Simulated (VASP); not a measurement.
A run of VASP 6.6.1 is set up as follows.

File INCAR:

```
PREC = Accurate
ENCUT = 520
EDIFF = 1E-6
ISMEAR = -1
SIGMA = 0.05
LREAL = F
LASPH = T
NELM = 80
ALGO = Normal
ISIF = 2
LWAVE = F
LCHARG = F
NBANDS = 17
```

KPOINTS

```
Automatic mesh
0
Gamma
  7 7 7
```

The input POSCAR:

```
PbS
1.0
    3.6536590000      0.0000000000      0.0000000000
    0.0000000000      3.6536590000      0.0000000000
    0.0000000000      0.0000000000      3.6536590000
Pb S
1 1
Direct
    0.0000000000      0.0000000000      0.0000000000
    0.5000000000      0.5000000000      0.5000000000
```

Potentials or basis: VASP PAW LDA potentials, release 64 (Pb_d, S).

Launch:

```bash
$ cat potpaw_LDA.64/Pb_d/POTCAR potpaw_LDA.64/S/POTCAR > POTCAR
$ mpirun -np 1 vasp_std > vasp.out
```

(1) Estimate the pressure.

## Answers

(1) -5.3 GPa.
